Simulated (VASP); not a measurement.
# Cd3TeSe2 (I-4m2) in VASP: single point with PBE

Aim: the single point of Cd3TeSe2 with PBE.

Program: VASP 6.6.1. These are calculated values, not measurements. Logs are shortened: lines on timing, memory, paths and dates and some standing lists are left out, and cuts for length are marked.

## 1. The cell of the first run

The structure is tetragonal, space group I-4m2 (No. 119). Conventional cell: a = 4.487 Å, b = 4.487 Å, c = 18.963 Å, α = 90.00°, β = 90.00°, γ = 90.00°. Cd (site symmetry 2mm) has 2 Se at 2.70 Å and 2 Te at 2.83 Å within 3.6 Å. Within 3.6 Å of Cd (site symmetry -4m2) lie 4 Se at 2.70 Å. Te (site symmetry -4m2) has 4 Cd at 2.83 Å within 3.7 Å. Within 3.6 Å of Se (site symmetry 2mm) lie 4 Cd at 2.70 Å.

## 2. Single point, PBE

The input, INCAR:

```
PREC = Accurate ; ENCUT = 520
EDIFF = 1E-7 ; ISMEAR = 0
SIGMA = 0.02 ; LREAL = False
LASPH = True ; NELM = 100
ALGO = Normal ; ISIF = 2
LWAVE = False ; LCHARG = False
GGA = PE ; NBANDS = 36
```

The input, KPOINTS:

```
regular mesh
0
Gamma
  12 12 12
```

The input, POSCAR:

```
Cd3TeSe2
1.0
   -2.2433336968      2.2433336968      9.4816244235
    2.2433336968     -2.2433336968      9.4816244235
    2.2433336968      2.2433336968     -9.4816244235
Cd Te Se
3 1 2
Direct
    0.8413213827      0.8413213827      0.0000000000
    0.5000000000      0.5000000000      0.0000000000
    0.1586786173      0.1586786173      0.0000000000
    0.2500000000      0.7500000000      0.5000000000
    0.5791270877      0.0791270877      0.5000000000
    0.9208729123      0.4208729123      0.5000000000
```

Potentials or basis: VASP PAW PBE potentials, release 64 (Cd, Te, Se).

Launch:

```console
$ cat potpaw_PBE.64/Cd/POTCAR potpaw_PBE.64/Te/POTCAR potpaw_PBE.64/Se/POTCAR > POTCAR
$ mpirun -np 1 vasp_std > vasp.out
```

OUTCAR:

```text
PREC = Accurate
   ENCUT = 520
   EDIFF = 1E-7
   ISMEAR = 0
   LREAL = False
   LASPH = True
   NELM = 100
   ISIF = 2
   GGA = PE

 ion  position               nearest neighbor table
   1  0.841  0.841  0.000-   6 2.70   6 2.70   4 2.83   4 2.83
   2  0.500  0.500  0.000-   5 2.70   6 2.70   5 2.70   6 2.70
   3  0.159  0.159  0.000-   5 2.70   5 2.70   4 2.83   4 2.83
   4  0.250  0.750  0.500-   1 2.83   3 2.83   1 2.83   3 2.83
   5  0.579  0.079  0.500-   2 2.70   2 2.70   3 2.70   3 2.70
   6  0.921  0.421  0.500-   2 2.70   2 2.70   1 2.70   1 2.70

  LATTYP: Found a body centered tetragonal cell.
 ALAT       =     4.4866673936
 C/A-ratio  =     4.2265778101

  Lattice vectors:

 A1 = (  -2.2433336968,   2.2433336968,   9.4816244235)
 A2 = (   2.2433336968,  -2.2433336968,   9.4816244235)
 A3 = (   2.2433336968,   2.2433336968,  -9.4816244235)

Analysis of symmetry for initial positions (statically):
=====================================================================
 Subroutine PRICEL returns:
 Original cell was already a primitive cell.

 Routine SETGRP: Setting up the symmetry group for a
 body centered tetragonal supercell.

 Subroutine GETGRP returns: Found  8 space group operations
 (whereof  8 operations were pure point group operations)
 out of a pool of 16 trial point group operations.

The static configuration has the point symmetry D_2d.

Analysis of symmetry for dynamics (positions and initial velocities):
=====================================================================
 Subroutine PRICEL returns:
 Original cell was already a primitive cell.

 Routine SETGRP: Setting up the symmetry group for a
 body centered tetragonal supercell.

 Subroutine GETGRP returns: Found  8 space group operations
 (whereof  8 operations were pure point group operations)
 out of a pool of 16 trial point group operations.

The dynamic configuration has the point symmetry D_2d.

 Subroutine INISYM returns: Found  8 space group operations
 (whereof  8 operations are pure point group operations),
 and found     1 'primitive' translations

----------------------------------------------------------------------------------------

                                     Primitive cell

  volume of cell :     190.8668

  direct lattice vectors                    reciprocal lattice vectors
    -2.243333697  2.243333697  9.481624423     0.000000000  0.222882579  0.052733580
     2.243333697 -2.243333697  9.481624423     0.222882579  0.000000000  0.052733580
     2.243333697  2.243333697 -9.481624423     0.222882579  0.222882579  0.000000000

  length of vectors
     9.998314551  9.998314551  9.998314551     0.229035968  0.229035968  0.315203566

  position of ions in fractional coordinates (direct lattice)
     0.841321383  0.841321383  0.000000000
     0.500000000  0.500000000  0.000000000
     0.158678617  0.158678617  0.000000000
     0.250000000  0.750000000  0.500000000
     0.579127088  0.079127088  0.500000000
     0.920872912  0.420872912  0.500000000

  ion indices of the primitive-cell ions
   primitive index   ion index
                 1           1
                 2           2
                 3           3
                 4           4
                 5           5
                 6           6

----------------------------------------------------------------------------------------

 KPOINTS: regular mesh

Automatic generation of k-mesh.
 Grid dimensions read from file:
 generate k-points for:   12   12   12

 Generating k-lattice:

  Cartesian coordinates                     Fractional coordinates (reciprocal lattice)
     0.000000000  0.018573548  0.004394465     0.083333333  0.000000000 -0.000000000
     0.018573548  0.000000000  0.004394465     0.000000000  0.083333333 -0.000000000
     0.018573548  0.018573548  0.000000000     0.000000000  0.000000000  0.083333333

  Length of vectors
     0.019086331  0.019086331  0.026266964

  Shift w.r.t. Gamma in fractional coordinates (k-lattice)
     0.000000000  0.000000000  0.000000000

 Subroutine IBZKPT returns following result:
 ===========================================

 Found    163 irreducible k-points:

 Following reciprocal coordinates:
            Coordinates               Weight
  0.000000  0.000000  0.000000      1.000000
  0.083333  0.000000 -0.000000      8.000000
  0.166667  0.000000  0.000000      8.000000
  0.250000  0.000000 -0.000000      8.000000
  0.333333  0.000000  0.000000      8.000000
  0.416667  0.000000 -0.000000      8.000000
[... 16 lines left out ...]
  0.500000  0.166667  0.000000     16.000000
 -0.416667  0.166667  0.000000     16.000000
 [... further k-points ...]
   k-points           NKPTS =    163   k-points in BZ     NKDIM =    163   number of bands    NBANDS=     36
   number of dos      NEDOS =    301   number of ions     NIONS =      6
   total plane-waves  NPLWV = 512000
   dimension x,y,z NGX =    80 NGY =   80 NGZ =   80
   dimension x,y,z NGXF=   160 NGYF=  160 NGZF=  160
   ions per type =               3   1   2
   NGX,Y,Z   is equivalent  to a cutoff of  13.30, 13.30, 13.30 a.u.
   NGXF,Y,Z  is equivalent  to a cutoff of  26.60, 26.60, 26.60 a.u.
 SYSTEM =  unknown system
   PREC   = accura    normal or accurate (medium, high low for compatibility)
   ISTART =      0    job   : 0-new  1-cont  2-samecut
   ICHARG =      2    charge: 1-file 2-atom 10-const
   ISPIN  =      1    spin polarized calculation?
   LNONCOLLINEAR =      F non collinear calculations
   LSORBIT =      F    spin-orbit coupling
   LASPH  =      T    aspherical Exc in radial PAW
   ENCUT  =  520.0 eV  38.22 Ry    6.18 a.u.  18.59 18.59 18.59*2*pi/ulx,y,z
   NELM   =    100;   NELMIN=  2; NELMDL= -5     # of ELM steps
   EDIFF  = 0.1E-06   stopping-criterion for ELM
   LREAL  =      F    real-space projection
   EDIFFG = 0.1E-05   stopping-criterion for IOM
   NSW    =      0    number of steps for IOM
   IBRION =     -1    ionic relax: 0-MD 1-quasi-New 2-CG
   NFREE  =      0    steps in history (QN), initial steepest desc. (CG)
   ISIF   =      2    stress and relaxation
   ISYM   =      2    0-nonsym 1-usesym 2-fastsym
   POTIM  = 0.5000    time-step for ionic-motion
   TEBEG  =    0.0;   TEEND  =   0.0 temperature during run
   PSTRESS=    0.0 pullay stress
   NELECT =      54.0000    total number of electrons
   NUPDOWN=      -1.0000    fix difference up-down
   EMIN   =  10.00;   EMAX   =-10.00  energy-range for DOS
   EFERMI =   0.00;   METHOD = LEGACY
   ISMEAR =     0;   SIGMA  =   0.02  broadening in eV -4-tet -1-fermi 0-gaus
   EFERMI_NEDOS =   21; number of points for ismear=-14 and -15
   IALGO  =     38    algorithm
   IMIX   =      4    mixing-type and parameters
     AMIX     =   0.40;   BMIX     =  1.00
     AMIX_MAG =   1.60;   BMIX_MAG =  1.00
  volume/ion in A,a.u.               =      31.81       214.67
  Fermi-wavevector in a.u.,A,eV,Ry     =   1.074721  2.030929 15.715085  1.155026
  Thomas-Fermi vector in A             =   2.210558
   LORBIT       =      0    0 simple, 1 ext, 2 COOP (PROOUT), +10 PAW based schemes
   GGA     = PE    functional components
   LHFCALC =     F    Hartree Fock is set to
   AEXX    =    0.0000 exact exchange contribution
   IVDW    =     0    specifies the selected vdW correction
   LEPSILON=     F    determine dielectric tensor
   LRPA    =     F    only Hartree local field effects (RPA)
 non-spin polarized calculation
 Gauss-broadening in eV      SIGMA  =   0.02
  energy-cutoff  :      520.00
  volume of cell :      190.87
 maximum number of plane-waves:      5168
 NGX is ok and might be reduce to    80
   NGX = 37   NGY = 37   NGZ = 37

 number of electron      54.0000002 magnetization

 Free energy of the ion-electron system (eV)
  ---------------------------------------------------
  ext. energy  EPLUGINS =         0.00000000
  ---------------------------------------------------
  free energy    TOTEN  =       -15.74898815 eV

  energy without entropy =      -15.74898815  energy(sigma->0) =      -15.74898815

 E-fermi :   1.1778     XC(G=0):  -8.5301

 val. band max:        1.0927954963   @ k =   0.0000   0.0000   0.0000
 cond. band min:       1.4820420428   @ k =   0.0000   0.0000   0.0000
 fundamental gap:      0.3892465466
 Fermi energy:         1.1777551859

 k-point     1 :       0.0000    0.0000    0.0000
  band No.  band energies     occupation
      1     -11.2688      2.00000
      2     -11.0422      2.00000
      3      -9.4429      2.00000
      4      -6.8745      2.00000
      5      -6.8745      2.00000
      6      -6.8690      2.00000
[... 28 lines left out ...]
     35       6.4864      0.00000
     36       8.6005      0.00000

 k-point     2 :       0.0833    0.0000   -0.0000
  band No.  band energies     occupation
      1     -11.2578      2.00000
      2     -11.0396      2.00000
      3      -9.4342      2.00000
      4      -6.8711      2.00000
      5      -6.8650      2.00000
      6      -6.8607      2.00000
[... 28 lines left out ...]
     35       6.5887      0.00000
     36       8.0527      0.00000

 k-point     3 :       0.1667    0.0000    0.0000
  band No.  band energies     occupation
      1     -11.2269      2.00000
      2     -11.0329      2.00000
      3      -9.4104      2.00000
      4      -6.8615      2.00000
      5      -6.8507      2.00000
      6      -6.8219      2.00000
[... 28 lines left out ...]
     35       6.8370      0.00000
     36       7.5358      0.00000

 k-point     4 :       0.2500    0.0000   -0.0000
  band No.  band energies     occupation
      1     -11.1824      2.00000
      2     -11.0257      2.00000
      3      -9.3777      2.00000
      4      -6.8470      2.00000
      5      -6.8339      2.00000
      6      -6.7938      2.00000
[... 28 lines left out ...]
     35       7.0436      0.00000
     36       7.4641      0.00000

 k-point     5 :       0.3333    0.0000    0.0000
  band No.  band energies     occupation
      1     -11.1327      2.00000
      2     -11.0233      2.00000
      3      -9.3447      2.00000
      4      -6.8294      2.00000
      5      -6.8215      2.00000
      6      -6.7943      2.00000
[... 655 lines left out ...]
 k-point    22 :       0.4167    0.1667   -0.0000
  band No.  band energies     occupation
      1     -11.0593      2.00000
      2     -11.0115      2.00000
      3      -9.2878      2.00000
      4      -6.8063      2.00000
      5      -6.7951      2.00000
      6      -6.7855      2.00000
[... 28 lines left out ...]
     35       7.3461      0.00000
     36       7.4598      0.00000

 k-point    23 :       0.5000    0.1667    0.0000
  band No.  band energies     occupation
      1     -11.0290      2.00000
      2     -11.0280      2.00000
      3      -9.2789      2.00000
      4      -6.8028      2.00000
      5      -6.7929      2.00000
      6      -6.7790      2.00000
[... 28 lines left out ...]
     35       7.3951      0.00000
     36       7.5239      0.00000

 k-point    24 :      -0.4167    0.1667    0.0000
  band No.  band energies     occupation
      1     -11.0599      2.00000
      2     -11.0109      2.00000
      3      -9.2878      2.00000
      4      -6.8013      2.00000
      5      -6.7919      2.00000
      6      -6.7819      2.00000
[... 28 lines left out ...]
     35       7.4417      0.00000
     36       7.5971      0.00000

 [... further k-points ...]

------------------------ aborting loop because EDIFF is reached ----------------------------------------

  FORCE on cell =-STRESS in cart. coord.  units (eV):
  Direction    XX          YY          ZZ          XY          YZ          ZX
  --------------------------------------------------------------------------------------
  -------------------------------------------------------------------------------------
  Total        0.2283148      0.2283148      0.2141604      0.0000000      0.0000000      0.0000000
  in kB        1.9165233      1.9165233      1.7977080      0.0000000      0.0000000      0.0000000
  external PRESSURE =       1.8769182 kB  Pullay stress =       0.0000000 kB

 VOLUME and BASIS-vectors are now :
 -----------------------------------------------------------------------------
  energy-cutoff  :      520.00
  volume of cell :      190.87
      direct lattice vectors                 reciprocal lattice vectors
    -2.243333697  2.243333697  9.481624423     0.000000000  0.222882579  0.052733580
     2.243333697 -2.243333697  9.481624423     0.222882579  0.000000000  0.052733580
     2.243333697  2.243333697 -9.481624423     0.222882579  0.222882579  0.000000000

 POSITION                                       TOTAL-FORCE (eV/Angst)
 -----------------------------------------------------------------------------------
      0.00000      0.00000     15.95419         0.000000      0.000000     -0.009333
      0.00000      0.00000      9.48162         0.000000      0.000000     -0.000000
      0.00000      0.00000      3.00906        -0.000000     -0.000000      0.009333
      2.24333      0.00000      4.74081         0.000000      0.000000     -0.000000
      0.00000      2.24333      1.50051         0.000000      0.000000      0.000514
     -0.00000      2.24333      7.98112         0.000000      0.000000     -0.000514
 -----------------------------------------------------------------------------------
    total drift:                                0.000001     -0.000001      0.000000

  FREE ENERGIE OF THE ION-ELECTRON SYSTEM (eV)
  ---------------------------------------------------
  free  energy   TOTEN  =       -15.7489881532 eV

  energy  without entropy=      -15.7489881532  energy(sigma->0) =      -15.74898815
```

It took 2.4 h on 1 thread of Oxide Virtual Turin-like, shared host; peak memory 1.6 GiB.

What came out:

* Free energy: -15.7490 eV
* Pressure: 0.2 GPa
* Largest force: 0.009 eV/Å
* Band gap on the k mesh: 0.39 eV

Forces in eV/Å, atoms in the order of the input:
```
Cd   0.000  0.000 -0.009
Cd   0.000  0.000  0.000
Cd   0.000  0.000  0.009
Te   0.000  0.000  0.000
Se   0.000  0.000  0.001
Se   0.000  0.000 -0.001
```

Levels at points of the mesh, in eV from the valence-band top:
```
           k point  band 24  band 25  band 26  band 27  band 28  band 29  band 30  band 31
(0.00, 0.00, 0.00)    -1.25    -0.10     0.00     0.00     0.39     3.19     3.22     3.41
(0.50, 0.00, 0.00)    -1.03    -1.02    -0.76    -0.27     1.96     2.85     3.14     5.18
(0.50, 0.50, 0.00)    -2.01    -2.00    -1.73    -1.65     2.96     3.21     3.83     4.01
(0.50, 0.50, 0.50)    -0.82    -0.82    -0.29    -0.29     2.15     2.23     3.08     3.21
```

Caveat: semilocal functionals underestimate gaps, and a narrow one can read as zero; spin-orbit coupling is left out, which moves the levels of the heavy elements. A k mesh can miss the band edges.
